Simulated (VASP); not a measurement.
# Ge2Pd (Fd-3m) in VASP: further runs

Ge2Pd is run at these levels: PBE; tasks: single point, relaxation of cell and atoms.

All numbers are computed with VASP 6.6.1; they aren't measurements. Logs are shortened: lines on timing, memory, paths and dates and some standing lists are left out, and cuts for length are marked.

## 1. The cell of the first run

Symmetry: Fd-3m, No. 227, cubic system. The conventional cell has a = 7.568 Å, b = 7.568 Å, c = 7.568 Å, α = 90.00°, β = 90.00°, γ = 90.00°. Ge (site symmetry -3m) has 6 Ge at 2.68 Å and 6 Pd at 3.14 Å within 3.5 Å. Pd (site symmetry -43m) has 12 Ge at 3.14 Å and 4 Pd at 3.28 Å within 4.1 Å.

## 2. Single point, PBE

INCAR

```
SYSTEM = Ge2Pd
PREC     = Accurate       ! precision mode
ENCUT    = 520            ! plane-wave cutoff, eV
EDIFF    = 1E-7           ! SCF threshold, eV
ISMEAR   = 0              ! smearing method
SIGMA    = 0.1            ! smearing width, eV
LREAL    = .False.        ! projectors in reciprocal space
LASPH    = .True.         ! aspherical terms in the spheres
NELM     = 60             ! most SCF steps
ALGO     = Normal         ! electronic algorithm
ISIF     = 2              ! what is computed and relaxed
LWAVE    = .False.        ! write WAVECAR
LCHARG   = .False.        ! write CHGCAR
GGA      = PE             ! functional
NBANDS   = 47             ! bands
```

KPOINTS

```
regular mesh
0
Gamma
  4 4 4
  0 0 0
```

POSCAR

```
Ge2Pd
1.0
    0.0000000000      3.7839304386      3.7839304386
    3.7839304386      0.0000000000      3.7839304386
    3.7839304386      3.7839304386      0.0000000000
Ge Pd
4 2
Direct
    0.6250000000      0.6250000000      0.6250000000
    0.1250000000      0.6250000000      0.6250000000
    0.6250000000      0.6250000000      0.1250000000
    0.6250000000      0.1250000000      0.6250000000
    0.0000000000      0.0000000000      0.0000000000
    0.2500000000      0.2500000000      0.2500000000
```

Potentials or basis: VASP PAW PBE potentials, release 64 (Ge_d, Pd).

Launch:

```sh
$ cat potpaw_PBE.64/Ge_d/POTCAR potpaw_PBE.64/Pd/POTCAR > POTCAR
$ mpirun -np 1 vasp_std > vasp.out
```

OUTCAR:

```text
SYSTEM = Ge2Pd
   PREC = Accurate
   ENCUT = 520
   EDIFF = 1E-7
   ISMEAR = 0
   LREAL = .False.
   LASPH = .True.
   NELM = 60
   ISIF = 2
   GGA = PE

 ion  position               nearest neighbor table
   1  0.625  0.625  0.625-   2 2.68   3 2.68   4 2.68   3 2.68   4 2.68   2 2.68   6 3.14   5 3.14
                             6 3.14   5 3.14   6 3.14   5 3.14
   2  0.125  0.625  0.625-   1 2.68   3 2.68   4 2.68   1 2.68   3 2.68   4 2.68   5 3.14   6 3.14
                             6 3.14   6 3.14   5 3.14   5 3.14
   3  0.625  0.625  0.125-   1 2.68   1 2.68   2 2.68   4 2.68   4 2.68   2 2.68   6 3.14   5 3.14
                             6 3.14   5 3.14   6 3.14   5 3.14
   4  0.625  0.125  0.625-   1 2.68   3 2.68   1 2.68   2 2.68   3 2.68   2 2.68   6 3.14   5 3.14
                             6 3.14   6 3.14   5 3.14   5 3.14
   5  0.000  0.000  0.000-   4 3.14   2 3.14   3 3.14   1 3.14   3 3.14   3 3.14   1 3.14   2 3.14
                             4 3.14   2 3.14   1 3.14   4 3.14   6 3.28   6 3.28   6 3.28   6 3.28
   6  0.250  0.250  0.250-   3 3.14   2 3.14   4 3.14   1 3.14   2 3.14   4 3.14   1 3.14   2 3.14
                             3 3.14   1 3.14   3 3.14   4 3.14   5 3.28   5 3.28   5 3.28   5 3.28

  LATTYP: Found a face centered cubic cell.
 ALAT       =     7.5678608772

  Lattice vectors:

 A1 = (   0.0000000000,   3.7839304386,   3.7839304386)
 A2 = (   3.7839304386,   0.0000000000,   3.7839304386)
 A3 = (   3.7839304386,   3.7839304386,   0.0000000000)

Analysis of symmetry for initial positions (statically):
=====================================================================
 Subroutine PRICEL returns:
 Original cell was already a primitive cell.

 Routine SETGRP: Setting up the symmetry group for a
 face centered cubic supercell.

 Subroutine GETGRP returns: Found 48 space group operations
 (whereof 24 operations were pure point group operations)
 out of a pool of 48 trial point group operations.

The static configuration has the point symmetry T_d .
 The point group associated with its full space group is O_h .

Analysis of symmetry for dynamics (positions and initial velocities):
=====================================================================
 Subroutine PRICEL returns:
 Original cell was already a primitive cell.

 Routine SETGRP: Setting up the symmetry group for a
 face centered cubic supercell.

 Subroutine GETGRP returns: Found 48 space group operations
 (whereof 24 operations were pure point group operations)
 out of a pool of 48 trial point group operations.

The dynamic configuration has the point symmetry T_d .
 The point group associated with its full space group is O_h .

 Subroutine INISYM returns: Found 48 space group operations
 (whereof 24 operations are pure point group operations),
 and found     1 'primitive' translations

----------------------------------------------------------------------------------------

                                     Primitive cell

  volume of cell :     108.3576

  direct lattice vectors                    reciprocal lattice vectors
     0.000000000  3.783930439  3.783930439    -0.132137736  0.132137736  0.132137736
     3.783930439  0.000000000  3.783930439     0.132137736 -0.132137736  0.132137736
     3.783930439  3.783930439  0.000000000     0.132137736  0.132137736 -0.132137736

  length of vectors
     5.351285745  5.351285745  5.351285745     0.228869272  0.228869272  0.228869272

  position of ions in fractional coordinates (direct lattice)
     0.625000000  0.625000000  0.625000000
     0.125000000  0.625000000  0.625000000
     0.625000000  0.625000000  0.125000000
     0.625000000  0.125000000  0.625000000
     0.000000000  0.000000000  0.000000000
     0.250000000  0.250000000  0.250000000

  ion indices of the primitive-cell ions
   primitive index   ion index
                 1           1
                 2           2
                 3           3
                 4           4
                 5           5
                 6           6

----------------------------------------------------------------------------------------

 KPOINTS: regular mesh

Automatic generation of k-mesh.
 Grid dimensions read from file:
 generate k-points for:    4    4    4

 Generating k-lattice:

  Cartesian coordinates                     Fractional coordinates (reciprocal lattice)
    -0.033034434  0.033034434  0.033034434     0.250000000  0.000000000  0.000000000
     0.033034434 -0.033034434  0.033034434     0.000000000  0.250000000  0.000000000
     0.033034434  0.033034434 -0.033034434     0.000000000  0.000000000  0.250000000

  Length of vectors
     0.057217318  0.057217318  0.057217318

  Shift w.r.t. Gamma in fractional coordinates (k-lattice)
     0.000000000  0.000000000  0.000000000

 Subroutine IBZKPT returns following result:
 ===========================================

 Found      8 irreducible k-points:

 Following reciprocal coordinates:
            Coordinates               Weight
  0.000000  0.000000  0.000000      1.000000
  0.250000  0.000000  0.000000      8.000000
  0.500000  0.000000  0.000000      4.000000
  0.250000  0.250000  0.000000      6.000000
  0.500000  0.250000  0.000000     24.000000
 -0.250000  0.250000  0.000000     12.000000
  0.500000  0.500000  0.000000      3.000000
 -0.250000  0.500000  0.250000      6.000000
   k-points           NKPTS =      8   k-points in BZ     NKDIM =      8   number of bands    NBANDS=     47
   number of dos      NEDOS =    301   number of ions     NIONS =      6
   total plane-waves  NPLWV =  64000
   dimension x,y,z NGX =    40 NGY =   40 NGZ =   40
   dimension x,y,z NGXF=    80 NGYF=   80 NGZF=   80
   ions per type =               4   2
   NGX,Y,Z   is equivalent  to a cutoff of  12.43, 12.43, 12.43 a.u.
   NGXF,Y,Z  is equivalent  to a cutoff of  24.85, 24.85, 24.85 a.u.
 SYSTEM =  Ge2Pd
   PREC   = accura    normal or accurate (medium, high low for compatibility)
   ISTART =      0    job   : 0-new  1-cont  2-samecut
   ICHARG =      2    charge: 1-file 2-atom 10-const
   ISPIN  =      1    spin polarized calculation?
   LNONCOLLINEAR =      F non collinear calculations
   LSORBIT =      F    spin-orbit coupling
   LASPH  =      T    aspherical Exc in radial PAW
   ENCUT  =  520.0 eV  38.22 Ry    6.18 a.u.   9.95  9.95  9.95*2*pi/ulx,y,z
   NELM   =     60;   NELMIN=  2; NELMDL= -5     # of ELM steps
   EDIFF  = 0.1E-06   stopping-criterion for ELM
   LREAL  =      F    real-space projection
   EDIFFG = 0.1E-05   stopping-criterion for IOM
   NSW    =      0    number of steps for IOM
   IBRION =     -1    ionic relax: 0-MD 1-quasi-New 2-CG
   NFREE  =      0    steps in history (QN), initial steepest desc. (CG)
   ISIF   =      2    stress and relaxation
   ISYM   =      2    0-nonsym 1-usesym 2-fastsym
   POTIM  = 0.5000    time-step for ionic-motion
   TEBEG  =    0.0;   TEEND  =   0.0 temperature during run
   PSTRESS=    0.0 pullay stress
   NELECT =      76.0000    total number of electrons
   NUPDOWN=      -1.0000    fix difference up-down
   EMIN   =  10.00;   EMAX   =-10.00  energy-range for DOS
   EFERMI =   0.00;   METHOD = LEGACY
   ISMEAR =     0;   SIGMA  =   0.10  broadening in eV -4-tet -1-fermi 0-gaus
   EFERMI_NEDOS =   21; number of points for ismear=-14 and -15
   IALGO  =     38    algorithm
   IMIX   =      4    mixing-type and parameters
     AMIX     =   0.40;   BMIX     =  1.00
     AMIX_MAG =   1.60;   BMIX_MAG =  1.00
  volume/ion in A,a.u.               =      18.06       121.87
  Fermi-wavevector in a.u.,A,eV,Ry     =   1.454542  2.748686 28.785737  2.115692
  Thomas-Fermi vector in A             =   2.571680
   LORBIT       =      0    0 simple, 1 ext, 2 COOP (PROOUT), +10 PAW based schemes
   GGA     = PE    functional components
   LHFCALC =     F    Hartree Fock is set to
   AEXX    =    0.0000 exact exchange contribution
   IVDW    =     0    specifies the selected vdW correction
   LEPSILON=     F    determine dielectric tensor
   LRPA    =     F    only Hartree local field effects (RPA)
 non-spin polarized calculation
 Gauss-broadening in eV      SIGMA  =   0.10
  energy-cutoff  :      520.00
  volume of cell :      108.36
 maximum number of plane-waves:      2936
   NGX = 19   NGY = 19   NGZ = 19

 number of electron      76.0000026 magnetization

 Free energy of the ion-electron system (eV)
  ---------------------------------------------------
  ext. energy  EPLUGINS =         0.00000000
  ---------------------------------------------------
  free energy    TOTEN  =       -27.17094094 eV

  energy without entropy =      -27.16251462  energy(sigma->0) =      -27.16672778

 E-fermi :   7.2846     XC(G=0): -11.6123

 val. band max:        6.8426630700   @ k =   0.0000   0.0000   0.0000
 cond. band min:       7.3322800320   @ k =  -0.2500   0.2500   0.0000
 fundamental gap:      0.4896169620
 Fermi energy:         7.2845864044

 k-point     1 :       0.0000    0.0000    0.0000
  band No.  band energies     occupation
      1     -17.7571      2.00000
      2     -17.6737      2.00000
      3     -17.6737      2.00000
      4     -17.6737      2.00000
      5     -17.6662      2.00000
      6     -17.6662      2.00000
[... 39 lines left out ...]
     46      14.4616      0.00000
     47      14.4616      0.00000

 k-point     2 :       0.2500    0.0000    0.0000
  band No.  band energies     occupation
      1     -17.7320      2.00000
      2     -17.6668      2.00000
      3     -17.6668      2.00000
      4     -17.6626      2.00000
      5     -17.6336      2.00000
      6     -17.6336      2.00000
[... 39 lines left out ...]
     46      12.5033      0.00000
     47      12.5033      0.00000

 k-point     3 :       0.5000    0.0000    0.0000
  band No.  band energies     occupation
      1     -17.7105      2.00000
      2     -17.6638      2.00000
      3     -17.6638      2.00000
      4     -17.6235      2.00000
      5     -17.5590      2.00000
      6     -17.5523      2.00000
[... 39 lines left out ...]
     46      14.1877      0.00000
     47      14.6770      0.00000

 k-point     4 :       0.2500    0.2500    0.0000
  band No.  band energies     occupation
      1     -17.7201      2.00000
      2     -17.6696      2.00000
      3     -17.6577      2.00000
      4     -17.6411      2.00000
      5     -17.6411      2.00000
      6     -17.6276      2.00000
[... 39 lines left out ...]
     46      12.3420      0.00000
     47      12.3621      0.00000

 k-point     5 :       0.5000    0.2500    0.0000
  band No.  band energies     occupation
      1     -17.6875      2.00000
      2     -17.6535      2.00000
      3     -17.6462      2.00000
      4     -17.6309      2.00000
      5     -17.5894      2.00000
      6     -17.5641      2.00000
[... 39 lines left out ...]
     46      12.6653      0.00000
     47      12.9441      0.00000

 k-point     6 :      -0.2500    0.2500    0.0000
  band No.  band energies     occupation
      1     -17.6994      2.00000
      2     -17.6556      2.00000
      3     -17.6547      2.00000
      4     -17.6360      2.00000
      5     -17.6201      2.00000
      6     -17.5720      2.00000
[... 39 lines left out ...]
     46      12.5142      0.00000
     47      12.7206      0.00000

 k-point     7 :       0.5000    0.5000    0.0000
  band No.  band energies     occupation
      1     -17.6722      2.00000
      2     -17.6722      2.00000
      3     -17.6000      2.00000
      4     -17.6000      2.00000
      5     -17.5874      2.00000
      6     -17.5874      2.00000
[... 39 lines left out ...]
     46      12.8440      0.00000
     47      14.5939      0.00000

 k-point     8 :      -0.2500    0.5000    0.2500
  band No.  band energies     occupation
      1     -17.6458      2.00000
      2     -17.6458      2.00000
      3     -17.6438      2.00000
      4     -17.6438      2.00000
      5     -17.5715      2.00000
      6     -17.5715      2.00000
[... 39 lines left out ...]
     46      12.5449      0.00000
     47      13.5253      0.00000

------------------------ aborting loop because EDIFF is reached ----------------------------------------

  FORCE on cell =-STRESS in cart. coord.  units (eV):
  Direction    XX          YY          ZZ          XY          YZ          ZX
  --------------------------------------------------------------------------------------
  -------------------------------------------------------------------------------------
  Total       -0.1009020     -0.1009020     -0.1009020      0.0000000      0.0000000     -0.0000000
  in kB       -1.4919389     -1.4919389     -1.4919389      0.0000000      0.0000000     -0.0000000
  external PRESSURE =      -1.4919389 kB  Pullay stress =       0.0000000 kB

 VOLUME and BASIS-vectors are now :
 -----------------------------------------------------------------------------
  energy-cutoff  :      520.00
  volume of cell :      108.36
      direct lattice vectors                 reciprocal lattice vectors
     0.000000000  3.783930439  3.783930439    -0.132137736  0.132137736  0.132137736
     3.783930439  0.000000000  3.783930439     0.132137736 -0.132137736  0.132137736
     3.783930439  3.783930439  0.000000000     0.132137736  0.132137736 -0.132137736

 POSITION                                       TOTAL-FORCE (eV/Angst)
 -----------------------------------------------------------------------------------
      4.72991      4.72991      4.72991        -0.000000     -0.000000     -0.000000
      4.72991      2.83795      2.83795        -0.000000     -0.000000     -0.000000
      2.83795      2.83795      4.72991        -0.000000     -0.000000     -0.000000
      2.83795      4.72991      2.83795        -0.000000     -0.000000     -0.000000
      0.00000      0.00000      0.00000        -0.000000      0.000000     -0.000000
      1.89197      1.89197      1.89197         0.000000     -0.000000      0.000000
 -----------------------------------------------------------------------------------
    total drift:                                0.000000      0.000000      0.000000

  FREE ENERGIE OF THE ION-ELECTRON SYSTEM (eV)
  ---------------------------------------------------
  free  energy   TOTEN  =       -27.1709409418 eV

  energy  without entropy=      -27.1625146179  energy(sigma->0) =      -27.16672778
```

Run time: 68 s. Hardware: 1 thread of Intel Xeon Platinum 8488C (Sapphire Rapids), shared host; peak memory 0.25 GiB.

What came out:

* Free energy: -27.1709 eV
* Pressure: -0.1 GPa
* Band gap on the k mesh: zero (band 38 reaches 8.54 eV, above the bottom of band 39 at 6.53 eV)

Levels at points of the mesh, in eV from the Fermi level:
| k point | band 36 | band 37 | band 38 | band 39 | band 40 | band 41 |
| --- | --- | --- | --- | --- | --- | --- |
| (0.00, 0.00, 0.00) | -0.83 | -0.44 | -0.44 | -0.44 | 1.29 | 1.29 |
| (0.50, 0.00, 0.00) | -1.24 | -1.24 | 0.76 | 0.81 | 1.59 | 1.70 |
| (0.50, 0.50, 0.00) | -1.39 | 1.25 | 1.25 | 1.46 | 1.46 | 1.48 |

## 3. Single point, PBE

This run uses another cell than the first one, of 18.12 Å³/atom, 1.003 times its volume.

INCAR

```
ALGO = Normal
EDIFF = 1E-6
ENCUT = 520
GGA = PE
ISIF = 2
ISMEAR = 0
LASPH = T
LCHARG = F
LREAL = F
LWAVE = F
NBANDS = 47
NELM = 80
PREC = Accurate
SIGMA = 0.1
```

KPOINTS

```
k-points
0
Gamma
  8 8 8
```

POSCAR

```
Ge2Pd
1.0
    0.0000000000      3.7882125278      3.7882125278
    3.7882125278      0.0000000000      3.7882125278
    3.7882125278      3.7882125278      0.0000000000
Ge Pd
4 2
Direct
    0.1250000000      0.1250000000      0.1250000000
    0.6250000000      0.1250000000      0.1250000000
    0.1250000000      0.1250000000      0.6250000000
    0.1250000000      0.6250000000      0.1250000000
    0.5000000000      0.5000000000      0.5000000000
    0.7500000000      0.7500000000      0.7500000000
```

Potentials or basis: VASP PAW PBE potentials, release 64 (Ge_d, Pd).

Launch:

```sh
$ cat potpaw_PBE.64/Ge_d/POTCAR potpaw_PBE.64/Pd/POTCAR > POTCAR
$ mpirun -np 1 vasp_std > vasp.out
```

Run time: 3.2 min. Hardware: 1 thread of Intel Xeon Platinum 8488C (Sapphire Rapids), shared host; peak memory 0.3 GiB.

Results (log left out):

```yaml
Free_energy: -26.8214 eV
Pressure: 0.0 GPa
Band_gap_on_the_k_mesh: zero (band 38 reaches 8.49 eV, above the bottom of band 39 at 6.45 eV)
```

Levels at points of the mesh, in eV from the Fermi level:
```tsv
k point	band 36	band 37	band 38	band 39	band 40	band 41
(0.00, 0.00, 0.00)	-0.73	-0.40	-0.40	-0.40	1.36	1.36
(0.50, 0.00, 0.00)	-1.20	-1.20	0.86	0.93	1.68	1.79
(0.50, 0.50, 0.00)	-1.35	1.35	1.35	1.57	1.57	1.58
```

## 4. Relaxation of cell and atoms, PBE

This run uses another cell than the first one, of 16.72 Å³/atom, 0.926 times its volume.

INCAR

```
SYSTEM = Ge2Pd
  ALGO = Normal
  EDIFF = 1E-6
  EDIFFG = -0.04
  ENCUT = 600
  GGA = PE
  IBRION = 2
  ISIF = 3
  ISMEAR = 0
  LASPH = .True.
  LCHARG = .False.
  LREAL = .False.
  LWAVE = .False.
  NELM = 80
  NSW = 90
  PREC = Accurate
  SIGMA = 0.1
```

KPOINTS

```
k-points
0
Gamma
  4 4 4
  0 0 0
```

POSCAR

```
Ge2Pd
1.0
    0.0000000000      3.6880830867      3.6880830867
    3.6880830867      0.0000000000      3.6880830867
    3.6880830867      3.6880830867      0.0000000000
Ge Pd
4 2
Direct
    0.6250000000      0.6250000000      0.6250000000
    0.1250000000      0.6250000000      0.6250000000
    0.6250000000      0.6250000000      0.1250000000
    0.6250000000      0.1250000000      0.6250000000
    0.0000000000      0.0000000000      0.0000000000
    0.2500000000      0.2500000000      0.2500000000
```

Launch:

```sh
$ cat potpaw_PBE.64/Ge_d/POTCAR potpaw_PBE.64/Pd/POTCAR > POTCAR
$ mpirun -np 1 vasp_std > vasp.out
```

It took 2.8 min on 1 thread of Intel Xeon Platinum 8488C (Sapphire Rapids), shared host; peak memory 0.28 GiB.

Results (log left out):

- Free energy: -27.1686 eV
- Relaxed volume: 18.04 Å³/atom
- Relaxed cell: a = 5.349 Å, b = 5.349 Å, c = 5.349 Å, α = 60.00°, β = 60.00°, γ = 60.00°
- Space group after relaxing (to 0.05 Å): Fd-3m (No. 227)
- Energy gained by relaxing: 29.7 meV/atom
- Ionic steps: 3
- Pressure after relaxing: 0.0 GPa
- Band gap on the k mesh: zero (band 38 reaches 8.56 eV, above the bottom of band 39 at 6.54 eV)

The path:
| step | energy change (eV) | largest force (eV/Å) | pressure (GPa) | volume (Å³) |
| --- | --- | --- | --- | --- |
| 1 | 0.0000 | 0.0000 | 7.73 | 100.33 |
| 2 | -0.1356 | 0.0000 | -3.00 | 112.50 |
| 3 | -0.1781 | 0.0000 | -0.04 | 108.22 |

Final structure:
```
Ge Pd
1.0
     0.00000    3.78235    3.78235
     3.78235    0.00000    3.78235
     3.78235    3.78235    0.00000
Ge Pd
4 2
Direct
  0.62500 0.62500 0.62500
  0.12500 0.62500 0.62500
  0.62500 0.62500 0.12500
  0.62500 0.12500 0.62500
  0.00000 0.00000 0.00000
  0.25000 0.25000 0.25000
```

Levels at points of the mesh, in eV from the Fermi level:
```tsv
k point	band 35	band 36	band 37	band 38	band 39	band 40	band 41	band 42
(0.00, 0.00, 0.00)	-1.57	-0.83	-0.44	-0.44	-0.44	1.30	1.30	3.00
(0.50, 0.00, 0.00)	-1.58	-1.24	-1.24	0.76	0.81	1.59	1.70	1.70
(0.50, 0.50, 0.00)	-1.39	-1.39	1.26	1.26	1.46	1.46	1.49	1.49
```

Caveat: the k points lie up to 0.36 Å⁻¹ apart in the final cell.

## 5. The runs side by side

```csv
task,cell,k mesh,cutoff (eV),gap on the mesh (eV),pressure (GPa)
single point,"a = 5.351 Å, angles 60.0°, 6 atoms",4 × 4 × 4,520,none,-0.1
single point,"a = 5.357 Å, angles 60.0°, 6 atoms",8 × 8 × 8,520,none,0.0
relaxation of cell and atoms,"relaxed from a = 5.216 Å, angles 60.0°, 6 atoms",4 × 4 × 4,600,none,0.0
```

Alike in all rows: level PBE; potentials or basis VASP PAW PBE potentials, release 64 (Ge_d, Pd); no spin polarisation; smearing gaussian 0.1 eV.

Caveats: some runs use coarse meshes.

Absolute energies hang on the potentials; compare differences alone.
